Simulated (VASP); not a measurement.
# H (I4/mmm) in VASP: further runs

Runs on H. Level: r2SCAN. Tasks: single point.

All numbers are computed with VASP 6.6.1; they aren't measurements. Logs are shortened: lines on timing, memory, paths and dates and some standing lists are left out, and cuts for length are marked.

**1. The cell of the first run**

It takes space group I4/mmm (No. 139, tetragonal). The conventional cell has a = 2.007 Å, b = 2.007 Å, c = 2.853 Å, α = 90.00°, β = 90.00°, γ = 90.00°. Within 1.0 Å of H (site symmetry 4mm) lie 1 H at 0.72 Å.

**2. Single point, r2SCAN**

The input, POSCAR:

```
H
1.0
   -1.0037094887      1.0037094887      1.4265340554
    1.0037094887     -1.0037094887      1.4265340554
    1.0037094887      1.0037094887     -1.4265340554
H
2
Direct
    0.8738374453      0.8738374453      0.0000000000
    0.1261625547      0.1261625547      0.0000000000
```

The input, INCAR.step1:

```
SYSTEM = H
PREC = Accurate ; ENCUT = 520
ISMEAR = 0 ; SIGMA = 0.02
LREAL = .False. ; LASPH = .True.
NELM = 100 ; NBANDS = 8
GGA = PE ; ALGO = Normal
EDIFF = 1E-4 ; LWAVE = .True.
LCHARG = .False.
```

The input, INCAR.step2:

```
SYSTEM = H
PREC = Accurate ; ENCUT = 520
EDIFF = 1E-6 ; ISMEAR = 0
SIGMA = 0.02 ; LREAL = .False.
LASPH = .True. ; NELM = 100
ALGO = Normal ; ISIF = 2
LWAVE = .False. ; LCHARG = .True.
METAGGA = R2SCAN ; LMIXTAU = .True.
LELF = .True. ; LVHAR = .True.
NBANDS = 8 ; ISTART = 1
```

The input, KPOINTS:

```
regular mesh
0
Gamma
  14 14 14
  0 0 0
```

Potentials or basis: VASP PAW PBE potentials, release 64 (H).

The run is started by

```
> cat potpaw_PBE.64/H/POTCAR > POTCAR
> cp INCAR.step1 INCAR
> mpirun -np 1 vasp_std > vasp.out
> cp INCAR.step2 INCAR
> mpirun -np 1 vasp_std > vasp.out
```

OUTCAR:

```text
SYSTEM = H
   PREC = Accurate
   ENCUT = 520
   EDIFF = 1E-6
   ISMEAR = 0
   LREAL = .False.
   LASPH = .True.
   NELM = 100
   ISIF = 2
   METAGGA = R2SCAN
   ISTART = 1

 ion  position               nearest neighbor table
   1  0.874  0.874  0.000-   2 0.72
   2  0.126  0.126  0.000-   1 0.72

  LATTYP: Found a body centered tetragonal cell.
 ALAT       =     2.0074189774
 C/A-ratio  =     1.4212619004

  Lattice vectors:

 A1 = (  -1.0037094887,   1.0037094887,   1.4265340554)
 A2 = (   1.0037094887,  -1.0037094887,   1.4265340554)
 A3 = (   1.0037094887,   1.0037094887,  -1.4265340554)

Analysis of symmetry for initial positions (statically):
=====================================================================
 Subroutine PRICEL returns:
 Original cell was already a primitive cell.

 Routine SETGRP: Setting up the symmetry group for a
 body centered tetragonal supercell.

 Subroutine GETGRP returns: Found 16 space group operations
 (whereof 16 operations were pure point group operations)
 out of a pool of 16 trial point group operations.

The static configuration has the point symmetry D_4h.

Analysis of symmetry for dynamics (positions and initial velocities):
=====================================================================
 Subroutine PRICEL returns:
 Original cell was already a primitive cell.

 Routine SETGRP: Setting up the symmetry group for a
 body centered tetragonal supercell.

 Subroutine GETGRP returns: Found 16 space group operations
 (whereof 16 operations were pure point group operations)
 out of a pool of 16 trial point group operations.

The dynamic configuration has the point symmetry D_4h.

 Subroutine INISYM returns: Found 16 space group operations
 (whereof 16 operations are pure point group operations),
 and found     1 'primitive' translations

----------------------------------------------------------------------------------------

                                     Primitive cell
[... 85 lines left out ...]
   ISPIN  =      1    spin polarized calculation?
   LNONCOLLINEAR =      F non collinear calculations
   LSORBIT =      F    spin-orbit coupling
   LASPH  =      T    aspherical Exc in radial PAW
   ENCUT  =  520.0 eV  38.22 Ry    6.18 a.u.   3.74  3.74  3.74*2*pi/ulx,y,z
   NELM   =    100;   NELMIN=  2; NELMDL=  0     # of ELM steps
   EDIFF  = 0.1E-05   stopping-criterion for ELM
   LREAL  =      F    real-space projection
   EDIFFG = 0.1E-04   stopping-criterion for IOM
   NSW    =      0    number of steps for IOM
   IBRION =     -1    ionic relax: 0-MD 1-quasi-New 2-CG
   NFREE  =      0    steps in history (QN), initial steepest desc. (CG)
   ISIF   =      2    stress and relaxation
   ISYM   =      2    0-nonsym 1-usesym 2-fastsym
   POTIM  = 0.5000    time-step for ionic-motion
   TEBEG  =    0.0;   TEEND  =   0.0 temperature during run
   PSTRESS=    0.0 pullay stress
   NELECT =       2.0000    total number of electrons
   NUPDOWN=      -1.0000    fix difference up-down
   EMIN   =  10.00;   EMAX   =-10.00  energy-range for DOS
   EFERMI =   0.00;   METHOD = LEGACY
   ISMEAR =     0;   SIGMA  =   0.02  broadening in eV -4-tet -1-fermi 0-gaus
   EFERMI_NEDOS =   21; number of points for ismear=-14 and -15
   IALGO  =     38    algorithm
   IMIX   =      4    mixing-type and parameters
     AMIX     =   0.40;   BMIX     =  1.00
     AMIX_MAG =   1.60;   BMIX_MAG =  1.00
  volume/ion in A,a.u.               =       2.87        19.40
  Fermi-wavevector in a.u.,A,eV,Ry     =   1.151416  2.175860 18.038030  1.325758
  Thomas-Fermi vector in A             =   2.288073
   LORBIT       =      0    0 simple, 1 ext, 2 COOP (PROOUT), +10 PAW based schemes
   METAGGA = R2SCAN    functional components
   LHFCALC =     F    Hartree Fock is set to
   AEXX    =    0.0000 exact exchange contribution
   IVDW    =     0    specifies the selected vdW correction
   LEPSILON=     F    determine dielectric tensor
   LRPA    =     F    only Hartree local field effects (RPA)
 non-spin polarized calculation
 Gauss-broadening in eV      SIGMA  =   0.02
  energy-cutoff  :      520.00
  volume of cell :        5.75
 maximum number of plane-waves:       169
   NGX =  7   NGY =  7   NGZ =  7

 number of electron       2.0000001 magnetization

 Free energy of the ion-electron system (eV)
  ---------------------------------------------------
  ext. energy  EPLUGINS =         0.00000000
  ---------------------------------------------------
  free energy    TOTEN  =        -5.94926293 eV

  energy without entropy =       -5.94926293  energy(sigma->0) =       -5.94926293

 E-fermi :   0.0050     XC(G=0): -10.8022

 val. band max:       -0.1563386280   @ k =   0.5000   0.5000   0.4286
 cond. band min:       4.5226286745   @ k =   0.5000  -0.0000   0.0000
 fundamental gap:      4.6789673025
 Fermi energy:         0.0050485103

 k-point     1 :       0.0000    0.0000    0.0000
  band No.  band energies     occupation
      1     -14.8132      2.00000
      2      31.1744      0.00000
      3      33.9162      0.00000
      4      46.3306      0.00000
      5      46.3306      0.00000
      6      47.5150      0.00000
      7      47.5150      0.00000
      8      51.1411      0.00000
[... 243 lines left out ...]
 k-point    24 :       0.2857    0.1429    0.0000
  band No.  band energies     occupation
      1      -8.3256      2.00000
      2      11.5746      0.00000
      3      25.6000      0.00000
      4      35.0358      0.00000
      5      39.8618      0.00000
      6      47.0828      0.00000
      7      47.9513      0.00000
      8      59.0059      0.00000

 [... further k-points ...]

------------------------ aborting loop because EDIFF is reached ----------------------------------------

  FORCE on cell =-STRESS in cart. coord.  units (eV):
  Direction    XX          YY          ZZ          XY          YZ          ZX
  --------------------------------------------------------------------------------------
  -------------------------------------------------------------------------------------
  Total        2.1246447      2.1246447      2.1335506      0.0000000      0.0000000      0.0000000
  in kB      592.1594899    592.1594899    594.6416501      0.0000000      0.0000000      0.0000000
  external PRESSURE =     592.9868766 kB  Pullay stress =       0.0000000 kB

 VOLUME and BASIS-vectors are now :
 -----------------------------------------------------------------------------
  energy-cutoff  :      520.00
  volume of cell :        5.75
      direct lattice vectors                 reciprocal lattice vectors
    -1.003709489  1.003709489  1.426534055     0.000000000  0.498152110  0.350499869
     1.003709489 -1.003709489  1.426534055     0.498152110  0.000000000  0.350499869
     1.003709489  1.003709489 -1.426534055     0.498152110  0.498152110  0.000000000

 POSITION                                       TOTAL-FORCE (eV/Angst)
 -----------------------------------------------------------------------------------
      0.00000      0.00000      2.49312        -0.000000     -0.000000     -0.027513
      0.00000      0.00000      0.35995         0.000000      0.000000      0.027513
 -----------------------------------------------------------------------------------
    total drift:                                0.000000     -0.000000      0.000000

  FREE ENERGIE OF THE ION-ELECTRON SYSTEM (eV)
  ---------------------------------------------------
  free  energy   TOTEN  =        -5.9492629316 eV

  energy  without entropy=       -5.9492629316  energy(sigma->0) =       -5.94926293
```

OSZICAR.step1:

```text
N       E                     dE             d eps       ncg     rms          rms(c)
DAV:   1    -0.594270627329E+01   -0.59427E+01   -0.69672E+02  4512   0.196E+02
DAV:   2    -0.601861514143E+01   -0.75909E-01   -0.75909E-01  5200   0.585E+00
DAV:   3    -0.601863692785E+01   -0.21786E-04   -0.21786E-04  4368   0.923E-02
DAV:   4    -0.601863692895E+01   -0.10985E-08   -0.10985E-08  5704   0.604E-04
DAV:   5    -0.601863692895E+01   -0.85265E-13   -0.96504E-13  3944   0.231E-06    0.431E+00
DAV:   6    -0.587369938715E+01    0.14494E+00   -0.34700E-02  4320   0.725E-01    0.251E+00
DAV:   7    -0.579582126565E+01    0.77878E-01   -0.93125E-02  4088   0.137E+00    0.133E-01
DAV:   8    -0.579622871180E+01   -0.40745E-03   -0.41375E-04  4816   0.126E-01    0.529E-02
DAV:   9    -0.579635785326E+01   -0.12914E-03   -0.12465E-04  5048   0.716E-02    0.457E-03
DAV:  10    -0.579635817562E+01   -0.32237E-06   -0.16047E-07  2032   0.296E-03
   1 F= -.57963582E+01 E0= -.57963582E+01  d E =-.103079E-87
```

It took 14 s on 1 thread of Intel Xeon 6975P-C (Granite Rapids), shared host; peak memory 0.11 GiB.

Results:

```yaml
Free_energy: -5.9493 eV
Pressure: 59.3 GPa
Largest_force: 0.028 eV/Å
Band_gap_on_the_k_mesh: 4.68 eV (least direct gap 5.28 eV)
```

Forces on the atoms (eV/Å):
```
H    0.000  0.000 -0.028
H    0.000  0.000  0.028
```

Stress tensor (GPa, compression positive):
```
59.22  0.00  0.00
 0.00 59.22  0.00
 0.00  0.00 59.46
```

Levels at points of the mesh, in eV from the valence-band top:
| k point | band 1 | band 2 | band 3 | band 4 | band 5 |
| --- | --- | --- | --- | --- | --- |
| (0.00, 0.00, 0.00) | -14.66 | 31.33 | 34.07 | 46.49 | 46.49 |
| (0.50, 0.00, 0.00) | -5.02 | 4.68 | 33.30 | 34.42 | 40.34 |
| (0.50, 0.50, 0.00) | -2.24 | 10.90 | 19.53 | 26.02 | 29.71 |
| (0.50, 0.50, 0.50) | -0.02 | 5.26 | 21.93 | 28.12 | 28.12 |

Caveat: the cell stands under pressure; the PAW data sets were made with another functional, which shifts forces and pressure a little. A k mesh can miss the band edges.

**3. Single point, r2SCAN**

This run uses another cell than the first one, of 7.08 Å³/atom.

The input, POSCAR:

```
H
1.0
   -1.3690090490      1.3690090490      1.8889587450
    1.3690090490     -1.3690090490      1.8889587450
    1.3690090490      1.3690090490     -1.8889587450
H
2
Direct
    0.9021152165      0.9021152165      0.0000000000
    0.0978847835      0.0978847835      0.0000000000
```

The input, INCAR.step1:

```
ALGO = Normal ; EDIFF = 1E-4
ENCUT = 520 ; GGA = PE
ISMEAR = 0 ; LASPH = T
LCHARG = F ; LREAL = F
LWAVE = T ; NBANDS = 8
NELM = 80 ; PREC = Accurate
SIGMA = 0.02
```

The input, INCAR.step2:

```
ALGO = Normal ; EDIFF = 1E-6
ENCUT = 520 ; ISIF = 2
ISMEAR = 0 ; ISTART = 1
LASPH = T ; LCHARG = F
LMIXTAU = T ; LREAL = F
LWAVE = F ; METAGGA = R2SCAN
NBANDS = 8 ; NELM = 80
PREC = Accurate ; SIGMA = 0.02
```

The input, KPOINTS:

```
k-points
0
Gamma
  10 10 10
```

Potentials or basis: VASP PAW PBE potentials, release 64 (H).

The run is started by

```
> cat potpaw_PBE.64/H/POTCAR > POTCAR
> cp INCAR.step1 INCAR
> mpirun -np 1 vasp_std > vasp.out
> cp INCAR.step2 INCAR
> mpirun -np 1 vasp_std > vasp.out
```

It took 20 s on 1 thread of Intel Xeon 6975P-C (Granite Rapids), shared host; peak memory 0.12 GiB.

Results (log left out):

```
Free energy            : -6.8418 eV
Pressure               : 2.6 GPa
Largest force          : 0.007 eV/Å
Band gap on the k mesh : 8.68 eV (least direct gap 9.12 eV)
```

Forces in eV/Å, atoms in the order of the input:
```
H    0.000  0.000 -0.007
H    0.000  0.000  0.007
```

Levels at points of the mesh, in eV from the valence-band top:
```csv
k point,band 1,band 2,band 3,band 4
"(0.00, 0.00, 0.00)",-4.96,19.04,21.34,30.16
"(0.50, 0.00, 0.00)",-1.57,8.68,22.31,22.91
"(0.50, 0.50, 0.00)",-0.74,11.88,16.04,19.51
"(0.50, 0.50, 0.50)",0.00,9.12,18.00,20.77
```

Caveat: the PAW data sets were made with another functional, which shifts forces and pressure a little.

**4. Single point, r2SCAN**

This run uses another cell than the first one, of 5.49 Å³/atom.

The input, POSCAR:

```
H
1.0
   -1.2543950585      1.2543950585      1.7452280432
    1.2543950585     -1.2543950585      1.7452280432
    1.2543950585      1.2543950585     -1.7452280432
H
2
Direct
    0.8945261482      0.8945261482      0.0000000000
    0.1054738518      0.1054738518      0.0000000000
```

The input, INCAR.step1:

```
SYSTEM = H
PREC = Accurate
ENCUT = 520
ISMEAR = 0
SIGMA = 0.02
LREAL = .False.
LASPH = .True.
NELM = 80
NBANDS = 8
GGA = PE
ALGO = Normal
EDIFF = 1E-4
LWAVE = .True.
LCHARG = .False.
```

The input, INCAR.step2:

```
SYSTEM = H
PREC = Accurate
ENCUT = 520
EDIFF = 1E-6
ISMEAR = 0
SIGMA = 0.02
LREAL = .False.
LASPH = .True.
NELM = 80
ALGO = Normal
ISIF = 2
LWAVE = .False.
LCHARG = .False.
METAGGA = R2SCAN
LMIXTAU = .True.
NBANDS = 8
ISTART = 1
```

The input, KPOINTS:

```
Automatic mesh
0
Gamma
  12 12 12
  0 0 0
```

The run is started by

```
> cat potpaw_PBE.64/H/POTCAR > POTCAR
> cp INCAR.step1 INCAR
> mpirun -np 1 vasp_std > vasp.out
> cp INCAR.step2 INCAR
> mpirun -np 1 vasp_std > vasp.out
```

Wall time 30 s (1 thread of Intel Xeon 6975P-C (Granite Rapids), shared host); peak memory 0.12 GiB.

It converged, with:

- Free energy: -6.7426 eV
- Pressure: 7.5 GPa
- Largest force: 0.012 eV/Å
- Band gap on the k mesh: 7.85 eV (least direct gap 8.33 eV)

Forces on the atoms (eV/Å):
```
H    0.000  0.000 -0.012
H    0.000  0.000  0.012
```

Levels at points of the mesh, in eV from the valence-band top:
| k point | band 1 | band 2 | band 3 | band 4 | band 5 | band 6 |
| --- | --- | --- | --- | --- | --- | --- |
| (0.00, 0.00, 0.00) | -6.97 | 22.15 | 23.47 | 33.79 | 33.79 | 36.14 |
| (0.50, 0.00, 0.00) | -2.25 | 7.85 | 24.90 | 25.18 | 29.84 | 34.05 |
| (0.50, 0.50, 0.00) | -1.04 | 11.71 | 16.82 | 20.96 | 23.81 | 25.04 |
| (0.50, 0.50, 0.50) | 0.00 | 8.33 | 18.88 | 22.41 | 22.41 | 25.77 |

Caveat: the cell stands under pressure; the PAW data sets were made with another functional, which shifts forces and pressure a little.

**5. Overview**

| cell | k mesh | gap on the mesh (eV) | pressure (GPa) | largest force (eV/Å) |
| --- | --- | --- | --- | --- |
| a = 2.012 Å, angles 120.2, 120.2, 89.7°, 2 atoms, atomic positions A | 14 × 14 × 14 | 4.68 | 59.3 | 0.03 |
| a = 2.705 Å, angles 119.2, 119.2, 91.4°, 2 atoms, atomic positions B | 10 × 10 × 10 | 8.68 | 2.6 | 0.01 |
| a = 2.489 Å, angles 119.5, 119.5, 90.9°, 2 atoms, atomic positions C | 12 × 12 × 12 | 7.85 | 7.5 | 0.01 |

Alike in all rows: task single point; level r2SCAN; potentials or basis VASP PAW PBE potentials, release 64 (H); no spin polarisation; cutoff (eV) 520; smearing gaussian 0.02 eV.

Caveats: the PAW data sets were made with another functional, which shifts forces and pressure a little; the cell stands under pressure (at least some runs).

Total energies depend on the potentials used, so only differences within one code and one set of settings carry meaning.
